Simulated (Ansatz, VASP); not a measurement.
**Two plane-wave programs on AlH7**

```xyz
16
Lattice="4.6832 0.0000 0.0000 0.6980 7.8942 0.0000 0.6869 3.9053 6.9769" Properties=species:S:1:pos:R:3 pbc="T T T"
Al    5.1403    7.5431    0.2559
Al    2.7993    7.5383    0.2567
H     3.5711    7.5221    4.4749
H     3.1415    7.0360    4.8536
H     1.2053    9.3511    3.9013
H     5.3913    9.5826    3.3885
H     0.9873    4.5071    3.6585
H     1.1046    5.1371    3.2652
H     3.3347    3.6213    0.9736
H     2.7794    3.2732    1.3407
H     2.3149   10.8552    6.0531
H     0.9313    0.9647    0.3358
H     3.9578    4.2804    6.1329
H     1.6263    6.8137    1.3576
H     3.9691    8.1266    1.4384
H     3.9714    6.2218    0.1743
```

Change from the starting cell: the structure that the rattled cell fell into.

Alike in both runs: task relaxation of cell and atoms; functional PBE; k mesh 6 × 4 × 4; occupations gaussian, width 0.02 eV; no spin polarisation.

|  | VASP | Ansatz |
| --- | --- | --- |
| version | VASP 6.6.1 | Ansatz 0.2.0 |
| potentials or method | VASP PAW PBE potentials, release 64 (Al, H), cutoff 600 eV | scalar-relativistic, plane waves, PAW |
| valence electrons in the cell | 20 | 20 |

```csv
,VASP,Ansatz,Ansatz less VASP
"gap on the k mesh at the Fermi level, each at its own relaxed structure (eV)",2.55,2.57,+0.012
relaxed volume (Å³/atom),16.12,16.42,+0.302
relaxed length of the cell vector where the two differ most in proportion (Å),7.925,7.999,+0.0746
```
